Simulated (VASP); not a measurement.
A run of VASP 6.6.1:

Contents of INCAR:

```
PREC = Accurate
ENCUT = 520
EDIFF = 1E-7
ISMEAR = -1
SIGMA = 0.1
LREAL = F
LASPH = T
NELM = 150
ALGO = Normal
ISIF = 2
LWAVE = F
LCHARG = T
ISPIN = 2
MAGMOM = 3 3
LORBIT = 11
LMAXMIX = 4
GGA = PE
LELF = T
LVHAR = T
NBANDS = 24
```

Contents of KPOINTS:

```
Automatic mesh
0
Gamma
  21 21 11
```

The input POSCAR:

```
Mn
1.0
    2.1187717023      0.0000000000      0.0000000000
   -1.0593858512      1.8349101190      0.0000000000
    0.0000000000      0.0000000000      3.4095676533
Mn
2
Direct
    0.3333333333      0.6666666667      0.2500000000
    0.6666666667      0.3333333333      0.7500000000
```

Potentials or basis: VASP PAW PBE potentials, release 64 (Mn_pv).

Command:

```sh
$ cat potpaw_PBE.64/Mn_pv/POTCAR > POTCAR
$ mpirun -np 1 vasp_std > vasp.out
```

Hardware: 1 thread of AMD EPYC 7571, with other jobs on the host.

Q: Estimate the wall time of this run.

A: Wall time 5 min on 1 thread of AMD EPYC 7571 (shared host), peak memory 0.19 GiB. Counts: scf iterations 17, k points 288.
